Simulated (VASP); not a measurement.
Here is a VASP 6.6.1 calculation.

Contents of POSCAR:

```
CaF2
1.0
    0.0000000000      2.7195928859      2.7195928859
    2.7195928859      0.0000000000      2.7195928859
    2.7195928859      2.7195928859      0.0000000000
Ca F
1 2
Direct
    0.0000000000      0.0000000000      0.0000000000
    0.2500000000      0.2500000000      0.2500000000
    0.7500000000      0.7500000000      0.7500000000
```

File INCAR.step1:

```
SYSTEM = CaF2
ALGO = Normal
EDIFF = 1E-8
ENCUT = 500
GGA = PE
ISMEAR = 0
LASPH = .True.
LCHARG = .False.
LREAL = .False.
LWAVE = .True.
NELM = 60
PREC = Accurate
SIGMA = 0.01
```

The input INCAR.step2:

```
SYSTEM = CaF2
ALGO = Exact
EDIFF = 1E-8
ENCUT = 500
GGA = PE
ISMEAR = 0
ISTART = 1
LASPH = .True.
LCHARG = .False.
LOPTICS = .True.
LREAL = .False.
LWAVE = .True.
NBANDS = 77
NELM = 1
PREC = Accurate
SIGMA = 0.01
```

INCAR.step3

```
SYSTEM = CaF2
ALGO = EVGW0
EDIFF = 1E-8
ENCUT = 500
ENCUTGW = 80.0
GGA = PE
ISMEAR = 0
ISTART = 1
LASPH = .True.
LCHARG = .False.
LREAL = .False.
LWAVE = .False.
NBANDS = 77
NBANDSGW = 20
NELMGW = 1
NOMEGA = 48
PREC = Accurate
PRECFOCK = Fast
SIGMA = 0.01
```

The input KPOINTS:

```
k-points
0
Gamma
  4 4 4
  0 0 0
```

Potentials or basis: VASP PAW PBE potentials, release 64 (Ca_sv_GW, F_GW).

Run with:

```console
$ cat potpaw_PBE.64/Ca_sv_GW/POTCAR potpaw_PBE.64/F_GW/POTCAR > POTCAR
$ cp INCAR.step1 INCAR
$ mpirun -np 1 vasp_std > vasp.out
$ cp INCAR.step2 INCAR
$ mpirun -np 1 vasp_std > vasp.out
$ cp INCAR.step3 INCAR
$ mpirun -np 1 vasp_std > vasp.out
```

Task: What does it give for the quasiparticle gap?

Result: 10.44 eV.

Task: What does it give for the least direct quasiparticle gap?

Result: 10.75 eV.

Task: Predict the band gap of the starting levels on the mesh.

Result: 7.38 eV.

Caveat: the k points lie up to 0.50 Å⁻¹ apart; bands, screening cutoff and mesh are small and nothing is extrapolated, so the quasiparticle values aren't converged.
